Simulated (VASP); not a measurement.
Zr, 1 atom in the cell. Symmetry: I4/mmm, No. 139, tetragonal system. The conventional cell has a = 3.620 Å, b = 3.620 Å, c = 3.656 Å, α = 90.00°, β = 90.00°, γ = 90.00°. Zr (site symmetry 4/mmm) has 14 Zr at 3.15 to 3.66 Å within 4.1 Å. This isn't the form of Zr at room conditions, which is hcp. This cell differs from its parent crystal: zz strain of +1 %.

| Item | Value |
| --- | --- |
| Program | VASP 6.6.1 |
| Task | single point |
| Functional | PBE |
| Potentials or basis | VASP PAW PBE potentials, release 64 (Zr_sv) |
| Cutoff | 520 eV |
| k mesh | 14 × 14 × 14 |
| Occupations | fermi-dirac, width 0.08 eV |
| Spin | no spin polarisation |
| Dipole correction | no |
| Further INCAR settings | ALGO = Normal; EDIFF = 1e-06; NBANDS = 12 |

Potentials or basis: VASP PAW PBE potentials, release 64 (Zr_sv).

Run with:

```sh
$ cat potpaw_PBE.64/Zr_sv/POTCAR > POTCAR
$ mpirun -np 1 vasp_std > vasp.out
```

Hardware: 1 thread of Intel Xeon 8259CL, on a shared host.

Q: How long does it take, and how much memory?

A: It took 47 s on 1 thread of Intel Xeon 8259CL (shared host), peak memory 0.19 GiB. Counts: scf iterations 12, k points 244.
